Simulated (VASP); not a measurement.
# CaB6 (Pm-3m) in VASP: a series of runs, part 2 of 2

VASP 6.6.1.

### 4 Single point, PBE (9.88 Å³/atom)

This run uses another cell than the first one, of 9.88 Å³/atom.

Input file INCAR:

```
SYSTEM = CaB6
ALGO     = Normal         ! electronic algorithm
EDIFF    = 1E-6           ! SCF threshold, eV
ENCUT    = 520            ! plane-wave cutoff, eV
GGA      = PE             ! functional
ISIF     = 2              ! what is computed and relaxed
ISMEAR   = -1             ! smearing method
LASPH    = .True.         ! aspherical terms in the spheres
LCHARG   = .False.        ! write CHGCAR
LREAL    = .False.        ! projectors in reciprocal space
LWAVE    = .False.        ! write WAVECAR
NBANDS   = 23             ! bands
NELM     = 100            ! most SCF steps
PREC     = Accurate       ! precision mode
SIGMA    = 0.02           ! smearing width, eV
```

Input file KPOINTS:

```
k-points
0
Gamma
  6 6 6
  0 0 0
```

Input file POSCAR:

```
CaB6
1.0
    4.1047542714      0.0000000000      0.0000000000
    0.0000000000      4.1047542714      0.0000000000
    0.0000000000      0.0000000000      4.1047542714
Ca B
1 6
Direct
    0.5000000000      0.5000000000      0.5000000000
    0.0000000000      0.0000000000      0.2983669046
    0.0000000000      0.0000000000      0.7016330954
    0.2983669046      0.0000000000      0.0000000000
    0.7016330954      0.0000000000      0.0000000000
    0.0000000000      0.2983669046      0.0000000000
    0.0000000000      0.7016330954      0.0000000000
```

Potentials or basis: VASP PAW PBE potentials, release 64 (Ca_sv, B).

Command:

```bash
$ cat potpaw_PBE.64/Ca_sv/POTCAR potpaw_PBE.64/B/POTCAR > POTCAR
$ mpirun -np 1 vasp_std > vasp.out
```

OUTCAR:

```text
SYSTEM = CaB6
   EDIFF = 1E-6
   ENCUT = 520
   GGA = PE
   ISIF = 2
   ISMEAR = -1
   LASPH = .True.
   LREAL = .False.
   NELM = 100
   PREC = Accurate

 ion  position               nearest neighbor table
   1  0.500  0.500  0.500-
   2  0.000  0.000  0.298-   3 1.66   4 1.73   5 1.73   6 1.73   7 1.73
   3  0.000  0.000  0.702-   2 1.66   4 1.73   5 1.73   6 1.73   7 1.73
   4  0.298  0.000  0.000-   5 1.66   3 1.73   2 1.73   6 1.73   7 1.73
   5  0.702  0.000  0.000-   4 1.66   3 1.73   2 1.73   6 1.73   7 1.73
   6  0.000  0.298  0.000-   7 1.66   3 1.73   4 1.73   5 1.73   2 1.73
   7  0.000  0.702  0.000-   6 1.66   3 1.73   4 1.73   5 1.73   2 1.73

  LATTYP: Found a simple cubic cell.
 ALAT       =     4.1047542714

[... 718 lines left out ...]
  Total        2.2261733      2.2261733      2.2261733      0.0000000     -0.0000000      0.0000000
  in kB       51.5712990     51.5712990     51.5712990      0.0000000     -0.0000000      0.0000000
  external PRESSURE =      51.5712990 kB  Pullay stress =       0.0000000 kB

 VOLUME and BASIS-vectors are now :
 -----------------------------------------------------------------------------
  energy-cutoff  :      520.00
  volume of cell :       69.16
      direct lattice vectors                 reciprocal lattice vectors
     4.104754271  0.000000000  0.000000000     0.243619943  0.000000000  0.000000000
     0.000000000  4.104754271  0.000000000     0.000000000  0.243619943  0.000000000
     0.000000000  0.000000000  4.104754271     0.000000000  0.000000000  0.243619943

 POSITION                                       TOTAL-FORCE (eV/Angst)
 -----------------------------------------------------------------------------------
      2.05238      2.05238      2.05238         0.000000      0.000000      0.000000
      0.00000      0.00000      1.22472         0.000000      0.000000      0.165858
      0.00000      0.00000      2.88003        -0.000000     -0.000000     -0.165858
      1.22472      0.00000      0.00000         0.165858      0.000000      0.000000
      2.88003      0.00000      0.00000        -0.165858     -0.000000     -0.000000
      0.00000      1.22472      0.00000         0.000000      0.165858      0.000000
      0.00000      2.88003      0.00000        -0.000000     -0.165858     -0.000000
 -----------------------------------------------------------------------------------
    total drift:                                0.000000      0.000000     -0.000000

  FREE ENERGIE OF THE ION-ELECTRON SYSTEM (eV)
  ---------------------------------------------------
  free  energy   TOTEN  =       -44.9792587404 eV

  energy  without entropy=      -44.9789265125  energy(sigma->0) =      -44.97909263
```

It took 23 s on 1 thread of Intel Xeon Platinum 8488C (Sapphire Rapids), shared host; peak memory 0.18 GiB.

What came out:

* Free energy: -44.9793 eV
* Pressure: 5.2 GPa
* Largest force: 0.166 eV/Å
* Band gap on the k mesh: 0.11 eV (least direct gap 0.20 eV)

Forces on the atoms (eV/Å):
```
Ca   0.000  0.000  0.000
B    0.000  0.000  0.166
B    0.000  0.000 -0.166
B    0.166  0.000  0.000
B   -0.166  0.000  0.000
B    0.000  0.166  0.000
B    0.000 -0.166  0.000
```

Levels at points of the mesh, in eV from the valence-band top:
```
           k point  band 11  band 12  band 13  band 14  band 15  band 16  band 17  band 18
(0.00, 0.00, 0.00)    -5.29    -0.29    -0.29    -0.29     2.91     2.91     2.91     3.49
(0.50, 0.00, 0.00)    -2.39    -2.39    -1.76    -0.08     0.11     3.32     3.32     3.93
(0.50, 0.50, 0.00)    -2.73    -2.73    -1.44    -1.44     3.19     3.19     4.19     4.52
(0.50, 0.50, 0.50)    -4.40    -1.05    -1.05    -1.05     4.45     4.91     4.91     5.03
```

Caveat: the cell stands under pressure.

### 5 Single point, PBE

Input file INCAR:

```
SYSTEM = CaB6
  ALGO = Normal
  EDIFF = 1E-7
  ENCUT = 520
  GGA = PE
  ISIF = 2
  ISMEAR = -1
  LASPH = .TRUE.
  LCHARG = .FALSE.
  LREAL = .FALSE.
  LWAVE = .FALSE.
  NBANDS = 23
  NELM = 60
  PREC = Accurate
  SIGMA = 0.02
```

Input file KPOINTS:

```
k-points
0
G
  6 6 6
  0 0 0
```

Input file POSCAR:

```
CaB6
1.0
    4.1360723249      0.0000000000      0.0000000000
    0.0000000000      4.1360723249      0.0000000000
    0.0000000000      0.0000000000      4.1360723249
Ca B
1 6
Direct
    0.5000000000      0.5000000000      0.5000000000
    0.0000000000      0.0000000000      0.2982067262
    0.0000000000      0.0000000000      0.7017932738
    0.2982067262      0.0000000000      0.0000000000
    0.7017932738      0.0000000000      0.0000000000
    0.0000000000      0.2982067262      0.0000000000
    0.0000000000      0.7017932738      0.0000000000
```

Command:

```bash
$ cat potpaw_PBE.64/Ca_sv/POTCAR potpaw_PBE.64/B/POTCAR > POTCAR
$ mpirun -np 1 vasp_std > vasp.out
```

Wall time 28 s (1 thread of Intel Xeon Platinum 8488C (Sapphire Rapids), shared host); peak memory 0.18 GiB.

It converged, with:

* Free energy: -45.0120 eV
* Pressure: 1.4 GPa
* Largest force: 0.094 eV/Å
* Band gap on the k mesh: 0.11 eV (least direct gap 0.15 eV)

Forces in eV/Å, atoms in the order of the input:
```
Ca   0.000  0.000  0.000
B    0.000  0.000  0.094
B    0.000  0.000 -0.094
B    0.094  0.000  0.000
B   -0.094  0.000  0.000
B    0.000  0.094  0.000
B    0.000 -0.094  0.000
```

Levels at points of the mesh, in eV from the valence-band top:
| k point | band 11 | band 12 | band 13 | band 14 | band 15 | band 16 | band 17 | band 18 |
| --- | --- | --- | --- | --- | --- | --- | --- | --- |
| (0.00, 0.00, 0.00) | -5.26 | -0.28 | -0.28 | -0.28 | 2.89 | 2.89 | 2.89 | 3.44 |
| (0.50, 0.00, 0.00) | -2.34 | -2.34 | -1.73 | -0.04 | 0.11 | 3.27 | 3.27 | 3.88 |
| (0.50, 0.50, 0.00) | -2.66 | -2.66 | -1.43 | -1.43 | 3.14 | 3.14 | 4.13 | 4.44 |
| (0.50, 0.50, 0.50) | -4.33 | -1.04 | -1.04 | -1.04 | 4.34 | 4.82 | 4.82 | 4.92 |

A k mesh can miss the band edges.

### 6 Single point, PBE

This run uses another cell than the first one, of 10.19 Å³/atom.

Input file INCAR:

```
SYSTEM = CaB6
PREC = Accurate
ENCUT = 520
EDIFF = 1E-6
ISMEAR = -1
SIGMA = 0.02
LREAL = .False.
LASPH = .True.
NELM = 60
ALGO = Normal
ISIF = 2
LWAVE = .False.
LCHARG = .False.
GGA = PE
NBANDS = 23
```

Input file KPOINTS:

```
regular mesh
0
Gamma
  6 6 6
  0 0 0
```

Input file POSCAR:

```
CaB6
1.0
    4.1466424122      0.0000000000      0.0000000000
    0.0000000000      4.1466424122      0.0000000000
    0.0000000000      0.0000000000      4.1466424122
Ca B
1 6
Direct
    0.5000000000      0.5000000000      0.5000000000
    0.0000000000      0.0000000000      0.2983669046
    0.0000000000      0.0000000000      0.7016330954
    0.2983669046      0.0000000000      0.0000000000
    0.7016330954      0.0000000000      0.0000000000
    0.0000000000      0.2983669046      0.0000000000
    0.0000000000      0.7016330954      0.0000000000
```

Potentials or basis: VASP PAW PBE potentials, release 64 (Ca_sv, B).

Command:

```bash
$ cat potpaw_PBE.64/Ca_sv/POTCAR potpaw_PBE.64/B/POTCAR > POTCAR
$ mpirun -np 1 vasp_std > vasp.out
```

It took 24 s on 1 thread of Intel Xeon Platinum 8488C (Sapphire Rapids), shared host; peak memory 0.18 GiB.

Results (log left out):

```
Free energy            : -45.0152 eV
Pressure               : 0.2 GPa
Largest force          : 0.011 eV/Å
Band gap on the k mesh : 0.11 eV (least direct gap 0.15 eV)
```

Forces in eV/Å, atoms in the order of the input:
```
Ca   0.000  0.000  0.000
B    0.000  0.000  0.011
B    0.000  0.000 -0.011
B    0.011  0.000  0.000
B   -0.011  0.000  0.000
B    0.000  0.011  0.000
B    0.000 -0.011  0.000
```

Levels at points of the mesh, in eV from the valence-band top:
```
           k point  band 12  band 13  band 14  band 15  band 16  band 17
(0.00, 0.00, 0.00)    -0.28    -0.28    -0.28     2.86     2.86     2.86
(0.50, 0.00, 0.00)    -2.34    -1.74    -0.04     0.11     3.24     3.24
(0.50, 0.50, 0.00)    -2.65    -1.44    -1.44     3.11     3.11     4.10
(0.50, 0.50, 0.50)    -1.05    -1.05    -1.05     4.30     4.79     4.79
```

### 7 The runs side by side

```tsv
level	cell	k mesh	grid for exact exchange (PRECFOCK)	share of exact exchange	screening parameter	gap on the mesh (eV)	pressure (GPa)	largest force (eV/Å)
HSE06	a = 4.136 Å, 7 atoms	4 × 4 × 4	Fast	0.25	0.2079 1/Å	0.36	-0.1	0.26
PBE	a = 4.062 Å, 7 atoms	6 × 6 × 6	-	-	-	0.12	10.9	0.34
PBE	a = 4.105 Å, 7 atoms	6 × 6 × 6	-	-	-	0.11	5.2	0.17
PBE	a = 4.136 Å, 7 atoms	6 × 6 × 6	-	-	-	0.11	1.4	0.09
PBE	a = 4.147 Å, 7 atoms	6 × 6 × 6	-	-	-	0.11	0.2	0.01
```

Alike in all rows: task single point; potentials or basis VASP PAW PBE potentials, release 64 (Ca_sv, B); no spin polarisation; cutoff (eV) 520; smearing fermi-dirac 0.02 eV.

Caveats: the cell stands under pressure (at least some runs); the PAW data sets were made with another functional, which shifts forces and pressure a little (at least some runs).

Total energies depend on the potentials used, so only differences within one code and one set of settings carry meaning.

### 8 Against experiment

Step 2. Measured gap of CaB6: 1.15 eV (“Bulk Band Gaps in Divalent Hexaborides”, 2001, arxiv:cond-mat/0107429). This calculation gives 0.36 eV (-0.79 eV). The value is that of HSE06 on a finite k mesh, which can miss the band edges, without temperature or zero-point motion.

Step 6. Measured gap of CaB6: 1.15 eV (“Bulk Band Gaps in Divalent Hexaborides”, 2001, arxiv:cond-mat/0107429). This calculation gives 0.11 eV (-1.04 eV). So large a miss can be the level of theory's own, or it may mean another phase, state or a wrong row. The value is that of PBE on a finite k mesh, which can miss the band edges, without temperature or zero-point motion. Semilocal functionals fall short of measured gaps as a rule.
